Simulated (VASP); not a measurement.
# TiC (I4mm) in VASP: a series of runs

Runs on TiC. Level: PBEsol. Tasks: single point.

Program: VASP 6.6.1. These are calculated values, not measurements. Logs are shortened: lines on timing, memory, paths and dates and some standing lists are left out, and cuts for length are marked.

**1. The cell of the first run**

The structure is tetragonal, space group I4mm (No. 107). The conventional cell has a = 3.036 Å, b = 3.036 Å, c = 4.293 Å, α = 90.00°, β = 90.00°, γ = 90.00°. Within 2.3 Å of Ti (site symmetry 4mm) lie 5 C at 1.71 to 2.19 Å. C (site symmetry 4mm) has 5 Ti at 1.71 to 2.19 Å within 2.3 Å.

**2. Single point, PBEsol (all C atoms moved +0.438 Å, as atom 2 along Cartesian [0 0 1])**

The input, INCAR:

```
SYSTEM = TiC
ALGO = Normal
EDIFF = 1E-7
ENCUT = 520
GGA = PS
ISIF = 2
ISMEAR = 0
LASPH = .True.
LCHARG = .False.
LREAL = .False.
LWAVE = .False.
NBANDS = 15
NELM = 100
PREC = Accurate
SIGMA = 0.15
```

The input, KPOINTS:

```
k-points
0
Gamma
  24 24 24
  0 0 0
```

The input, POSCAR:

```
TiC
1.0
    0.0000000000      2.1466854677      2.1466854677
    2.1466854677      0.0000000000      2.1466854677
    2.1466854677      2.1466854677      0.0000000000
Ti C
1 1
Direct
    0.0000000000      0.0000000000      0.0000000000
    0.6019012814      0.6019012814      0.3980987186
```

Potentials or basis: VASP PAW PBE potentials, release 64 (Ti_sv, C).

Run with:

```bash
cat potpaw_PBE.64/Ti_sv/POTCAR potpaw_PBE.64/C/POTCAR > POTCAR
mpirun -np 1 vasp_std > vasp.out
```

OUTCAR:

```text
SYSTEM = TiC
   EDIFF = 1E-7
   ENCUT = 520
   GGA = PS
   ISIF = 2
   ISMEAR = 0
   LASPH = .True.
   LREAL = .False.
   NELM = 100
   PREC = Accurate

 ion  position               nearest neighbor table
   1  0.000  0.000  0.000-   2 1.71   2 2.19   2 2.19   2 2.19   2 2.19
   2  0.602  0.602  0.398-   1 1.71   1 2.19   1 2.19   1 2.19   1 2.19

  LATTYP: Found a face centered cubic cell.
 ALAT       =     4.2933709354

  Lattice vectors:

 A1 = (   0.0000000000,   2.1466854677,   2.1466854677)
 A2 = (   2.1466854677,   0.0000000000,   2.1466854677)
 A3 = (   2.1466854677,   2.1466854677,   0.0000000000)

Analysis of symmetry for initial positions (statically):
=====================================================================
 Subroutine PRICEL returns:
 Original cell was already a primitive cell.

 Routine SETGRP: Setting up the symmetry group for a
 face centered cubic supercell.

 Subroutine GETGRP returns: Found  8 space group operations
 (whereof  8 operations were pure point group operations)
 out of a pool of 48 trial point group operations.

The static configuration has the point symmetry C_4v.

Analysis of symmetry for dynamics (positions and initial velocities):
=====================================================================
 Subroutine PRICEL returns:
 Original cell was already a primitive cell.

 Routine SETGRP: Setting up the symmetry group for a
 face centered cubic supercell.

 Subroutine GETGRP returns: Found  8 space group operations
 (whereof  8 operations were pure point group operations)
 out of a pool of 48 trial point group operations.

The dynamic configuration has the point symmetry C_4v.

 Subroutine INISYM returns: Found  8 space group operations
 (whereof  8 operations are pure point group operations),
 and found     1 'primitive' translations

----------------------------------------------------------------------------------------

                                     Primitive cell

  volume of cell :      19.7850

  direct lattice vectors                    reciprocal lattice vectors
     0.000000000  2.146685468  2.146685468    -0.232917215  0.232917215  0.232917215
     2.146685468  0.000000000  2.146685468     0.232917215 -0.232917215  0.232917215
     2.146685468  2.146685468  0.000000000     0.232917215  0.232917215 -0.232917215

  length of vectors
     3.035871703  3.035871703  3.035871703     0.403424450  0.403424450  0.403424450

  position of ions in fractional coordinates (direct lattice)
     0.000000000  0.000000000  0.000000000
     0.601901281  0.601901281  0.398098719

  ion indices of the primitive-cell ions
   primitive index   ion index
                 1           1
                 2           2

----------------------------------------------------------------------------------------

 KPOINTS: k-points

Automatic generation of k-mesh.
 Grid dimensions read from file:
 generate k-points for:   24   24   24

 Generating k-lattice:

  Cartesian coordinates                     Fractional coordinates (reciprocal lattice)
    -0.009704884  0.009704884  0.009704884     0.041666667  0.000000000  0.000000000
     0.009704884 -0.009704884  0.009704884     0.000000000  0.041666667  0.000000000
     0.009704884  0.009704884 -0.009704884     0.000000000  0.000000000  0.041666667

  Length of vectors
     0.016809352  0.016809352  0.016809352

  Shift w.r.t. Gamma in fractional coordinates (k-lattice)
     0.000000000  0.000000000  0.000000000

 Subroutine IBZKPT returns following result:
 ===========================================

 Found   1063 irreducible k-points:

 Following reciprocal coordinates:
            Coordinates               Weight
  0.000000  0.000000  0.000000      1.000000
  0.041667  0.000000  0.000000      8.000000
  0.083333  0.000000  0.000000      8.000000
  0.125000  0.000000  0.000000      8.000000
  0.166667  0.000000  0.000000      8.000000
  0.208333  0.000000  0.000000      8.000000
[... 16 lines left out ...]
  0.000000  0.208333  0.041667     16.000000
  0.250000  0.041667  0.000000      8.000000
 [... further k-points ...]
   k-points           NKPTS =   1063   k-points in BZ     NKDIM =   1063   number of bands    NBANDS=     15
   number of dos      NEDOS =    301   number of ions     NIONS =      2
   total plane-waves  NPLWV =  13824
   dimension x,y,z NGX =    24 NGY =   24 NGZ =   24
   dimension x,y,z NGXF=    48 NGYF=   48 NGZF=   48
   ions per type =               1   1
   NGX,Y,Z   is equivalent  to a cutoff of  13.14, 13.14, 13.14 a.u.
   NGXF,Y,Z  is equivalent  to a cutoff of  26.29, 26.29, 26.29 a.u.
 SYSTEM =  TiC
   PREC   = accura    normal or accurate (medium, high low for compatibility)
   ISTART =      0    job   : 0-new  1-cont  2-samecut
   ICHARG =      2    charge: 1-file 2-atom 10-const
   ISPIN  =      1    spin polarized calculation?
   LNONCOLLINEAR =      F non collinear calculations
   LSORBIT =      F    spin-orbit coupling
   LASPH  =      T    aspherical Exc in radial PAW
   ENCUT  =  520.0 eV  38.22 Ry    6.18 a.u.   5.64  5.64  5.64*2*pi/ulx,y,z
   NELM   =    100;   NELMIN=  2; NELMDL= -5     # of ELM steps
   EDIFF  = 0.1E-06   stopping-criterion for ELM
   LREAL  =      F    real-space projection
   EDIFFG = 0.1E-05   stopping-criterion for IOM
   NSW    =      0    number of steps for IOM
   IBRION =     -1    ionic relax: 0-MD 1-quasi-New 2-CG
   NFREE  =      0    steps in history (QN), initial steepest desc. (CG)
   ISIF   =      2    stress and relaxation
   ISYM   =      2    0-nonsym 1-usesym 2-fastsym
   POTIM  = 0.5000    time-step for ionic-motion
   TEBEG  =    0.0;   TEEND  =   0.0 temperature during run
   PSTRESS=    0.0 pullay stress
   NELECT =      16.0000    total number of electrons
   NUPDOWN=      -1.0000    fix difference up-down
   EMIN   =  10.00;   EMAX   =-10.00  energy-range for DOS
   EFERMI =   0.00;   METHOD = LEGACY
   ISMEAR =     0;   SIGMA  =   0.15  broadening in eV -4-tet -1-fermi 0-gaus
   EFERMI_NEDOS =   21; number of points for ismear=-14 and -15
   IALGO  =     38    algorithm
   IMIX   =      4    mixing-type and parameters
     AMIX     =   0.40;   BMIX     =  1.00
     AMIX_MAG =   1.60;   BMIX_MAG =  1.00
  volume/ion in A,a.u.               =       9.89        66.76
  Fermi-wavevector in a.u.,A,eV,Ry     =   1.525234  2.882274 31.651750  2.326338
  Thomas-Fermi vector in A             =   2.633432
   LORBIT       =      0    0 simple, 1 ext, 2 COOP (PROOUT), +10 PAW based schemes
   GGA     = PS    functional components
   LHFCALC =     F    Hartree Fock is set to
   AEXX    =    0.0000 exact exchange contribution
   IVDW    =     0    specifies the selected vdW correction
   LEPSILON=     F    determine dielectric tensor
   LRPA    =     F    only Hartree local field effects (RPA)
 non-spin polarized calculation
 Gauss-broadening in eV      SIGMA  =   0.15
  energy-cutoff  :      520.00
  volume of cell :       19.78
 maximum number of plane-waves:       547
   NGX = 11   NGY = 11   NGZ = 11

 number of electron      16.0000003 magnetization

 Free energy of the ion-electron system (eV)
  ---------------------------------------------------
  ext. energy  EPLUGINS =         0.00000000
  ---------------------------------------------------
  free energy    TOTEN  =       -18.55685768 eV

  energy without entropy =      -18.55484171  energy(sigma->0) =      -18.55584970

 E-fermi :   9.4031     XC(G=0): -12.8970

 val. band max:        9.4023172927   @ k =   0.3333   0.2500   0.0000
 cond. band min:       9.4033235384   @ k =   0.3750   0.2917   0.0000
 fundamental gap:      0.0010062457
 Fermi energy:         9.4030596214

 k-point     1 :       0.0000    0.0000    0.0000
  band No.  band energies     occupation
      1     -46.5060      2.00000
      2     -22.7521      2.00000
      3     -22.6267      2.00000
      4     -22.6267      2.00000
      5      -2.6798      2.00000
      6       8.1547      2.00000
      7       8.1547      2.00000
      8       8.3060      2.00000
      9      10.4032      0.00000
     10      11.5326      0.00000
     11      14.0816      0.00000
     12      14.0816      0.00000
     13      16.0499      0.00000
     14      19.7438      0.00000
     15      22.9508      0.00000

 k-point     2 :       0.0417    0.0000    0.0000
  band No.  band energies     occupation
      1     -46.5046      2.00000
      2     -22.7569      2.00000
      3     -22.6335      2.00000
      4     -22.6279      2.00000
      5      -2.6387      2.00000
      6       7.9622      2.00000
      7       8.1436      2.00000
      8       8.4326      2.00000
      9      10.4055      0.00000
     10      11.4710      0.00000
     11      13.9688      0.00000
     12      14.2053      0.00000
     13      16.1678      0.00000
     14      19.8211      0.00000
     15      22.9997      0.00000

 k-point     3 :       0.0833    0.0000    0.0000
  band No.  band energies     occupation
      1     -46.5002      2.00000
      2     -22.7728      2.00000
      3     -22.6513      2.00000
      4     -22.6313      2.00000
      5      -2.5167      2.00000
      6       7.6544      2.00000
      7       8.1050      2.00000
      8       8.5391      2.00000
      9      10.4184      0.00000
     10      11.3367      0.00000
     11      13.7114      0.00000
     12      14.5282      0.00000
     13      16.4528      0.00000
     14      20.0325      0.00000
     15      23.1299      0.00000

 k-point     4 :       0.1250    0.0000    0.0000
  band No.  band energies     occupation
      1     -46.4933      2.00000
      2     -22.8041      2.00000
      3     -22.6733      2.00000
      4     -22.6366      2.00000
      5      -2.3179      2.00000
      6       7.2930      2.00000
      7       8.0265      2.00000
      8       8.5543      2.00000
      9      10.4604      0.00000
     10      11.2212      0.00000
     11      13.4351      0.00000
     12      14.9614      0.00000
     13      16.8034      0.00000
     14      20.3220      0.00000
     15      23.2993      0.00000
[... 307 lines left out ...]
 k-point    22 :       0.2083    0.0417    0.0000
  band No.  band energies     occupation
      1     -46.4761      2.00000
      2     -22.9102      2.00000
      3     -22.6911      2.00000
      4     -22.6578      2.00000
      5      -1.7914      2.00000
      6       6.6576      2.00000
      7       7.8506      2.00000
      8       8.0336      2.00000
      9      10.5449      0.00000
     10      11.4334      0.00000
     11      13.4550      0.00000
     12      15.4763      0.00000
     13      17.3374      0.00000
     14      20.9140      0.00000
     15      23.5084      0.00000

 k-point    23 :       0.0000    0.2083    0.0417
  band No.  band energies     occupation
      1     -46.4763      2.00000
      2     -22.8893      2.00000
      3     -22.7163      2.00000
      4     -22.6498      2.00000
      5      -1.8118      2.00000
      6       6.5510      2.00000
      7       7.7033      2.00000
      8       8.5048      2.00000
      9      10.6680      0.00000
     10      11.1345      0.00000
     11      13.0855      0.00000
     12      15.8049      0.00000
     13      17.3606      0.00000
     14      20.8009      0.00000
     15      23.6454      0.00000

 k-point    24 :       0.2500    0.0417    0.0000
  band No.  band energies     occupation
      1     -46.4650      2.00000
      2     -22.9773      2.00000
      3     -22.7063      2.00000
      4     -22.6668      2.00000
      5      -1.4273      2.00000
      6       6.2010      2.00000
      7       7.6637      2.00000
      8       7.8003      2.00000
      9      10.7772      0.00000
     10      11.5751      0.00000
     11      13.3571      0.00000
     12      15.8912      0.00000
     13      17.5498      0.00000
     14      21.0649      0.00000
     15      23.6693      0.00000

 [... further k-points ...]
[... 5 lines left out ...]
  --------------------------------------------------------------------------------------
  -------------------------------------------------------------------------------------
  Total        0.2243399      0.2243399      9.9658177      0.0000000     -0.0000000      0.0000000
  in kB       18.1669412     18.1669412    807.0273922      0.0000000     -0.0000000      0.0000000
  external PRESSURE =     281.1204248 kB  Pullay stress =       0.0000000 kB

 VOLUME and BASIS-vectors are now :
 -----------------------------------------------------------------------------
  energy-cutoff  :      520.00
  volume of cell :       19.78
      direct lattice vectors                 reciprocal lattice vectors
     0.000000000  2.146685468  2.146685468    -0.232917215  0.232917215  0.232917215
     2.146685468  0.000000000  2.146685468     0.232917215 -0.232917215  0.232917215
     2.146685468  2.146685468  0.000000000     0.232917215  0.232917215 -0.232917215

 POSITION                                       TOTAL-FORCE (eV/Angst)
 -----------------------------------------------------------------------------------
      0.00000      0.00000      0.00000         0.000000      0.000000      7.277880
      2.14669      2.14669      2.58419         0.000000      0.000000     -7.277880
 -----------------------------------------------------------------------------------
    total drift:                                0.000000      0.000000      0.000127

  FREE ENERGIE OF THE ION-ELECTRON SYSTEM (eV)
  ---------------------------------------------------
  free  energy   TOTEN  =       -18.5568576770 eV

  energy  without entropy=      -18.5548417131  energy(sigma->0) =      -18.55584970
```

It took 1.7 min on 1 thread of Intel Xeon 6975P-C (Granite Rapids), shared host; peak memory 0.41 GiB.

Results:

* Free energy: -18.5569 eV
* Pressure: 28.1 GPa
* Largest force: 7.278 eV/Å
* Band gap on the k mesh: zero (band 8 reaches 9.55 eV, above the bottom of band 9 at 8.65 eV)

Forces in eV/Å, atoms in the order of the input:
```
Ti   0.000  0.000  7.278
C    0.000  0.000 -7.278
```

Caveat: the cell differs from its parent crystal (all C atoms moved +0.438 Å, as atom 2 along Cartesian [0 0 1]); the PAW data sets were made with another functional, which shifts forces and pressure a little.

**3. Single point, PBEsol (all C atoms moved +0.312 Å, as atom 2 along Cartesian [0 0 1])**

The input, INCAR:

```
SYSTEM = TiC
PREC     = Accurate       ! precision mode
ENCUT    = 520            ! plane-wave cutoff, eV
EDIFF    = 1E-6           ! SCF threshold, eV
ISMEAR   = 0              ! smearing method
SIGMA    = 0.15           ! smearing width, eV
LREAL    = .FALSE.        ! projectors in reciprocal space
LASPH    = .TRUE.         ! aspherical terms in the spheres
NELM     = 100            ! most SCF steps
ALGO     = Normal         ! electronic algorithm
ISIF     = 2              ! what is computed and relaxed
LWAVE    = .FALSE.        ! write WAVECAR
LCHARG   = .FALSE.        ! write CHGCAR
GGA      = PS             ! functional
NBANDS   = 15             ! bands
```

The input, KPOINTS:

```
regular mesh
0
G
  24 24 24
  0 0 0
```

Changes to POSCAR since step 2:

```diff
@@ -9,2 +9,2 @@
     0.0000000000      0.0000000000      0.0000000000
-    0.6019012814      0.6019012814      0.3980987186
+    0.5727866296      0.5727866296      0.4272133704
```

Potentials or basis: VASP PAW PBE potentials, release 64 (Ti_sv, C).

Run with:

```bash
cat potpaw_PBE.64/Ti_sv/POTCAR potpaw_PBE.64/C/POTCAR > POTCAR
mpirun -np 1 vasp_std > vasp.out
```

Run time: 98 s. Hardware: 1 thread of Intel Xeon 6975P-C (Granite Rapids), shared host; peak memory 0.41 GiB.

Results (log left out):

| Item | Value |
| --- | --- |
| Free energy | -19.2509 eV |
| Pressure | 13.7 GPa |
| Largest force | 4.080 eV/Å |
| Band gap on the k mesh | zero (band 8 reaches 9.76 eV, above the bottom of band 9 at 8.90 eV) |

Forces on the atoms (eV/Å):
```
Ti   0.000  0.000  4.080
C    0.000  0.000 -4.080
```

Stress tensor (GPa, compression positive):
```
 1.03  0.00  0.00
 0.00  1.03  0.00
 0.00  0.00 38.97
```

Levels at points of the mesh, in eV from the Fermi level:
```tsv
k point	band 5	band 6	band 7	band 8	band 9	band 10	band 11	band 12
(0.00, 0.00, 0.00)	-12.31	-0.68	-0.68	-0.54	0.80	1.92	3.57	3.57
(0.50, 0.00, 0.00)	-8.79	-5.83	-2.82	-2.70	2.94	3.18	4.42	6.71
(0.50, 0.50, 0.00)	-9.93	-2.97	-1.68	0.07	0.07	3.00	3.74	3.74
(0.00, 0.50, 0.50)	-9.92	-3.40	-3.04	-0.39	1.82	3.74	3.74	3.89
```

Caveat: the cell differs from its parent crystal (all C atoms moved +0.312 Å, as atom 2 along Cartesian [0 0 1]); the PAW data sets were made with another functional, which shifts forces and pressure a little.
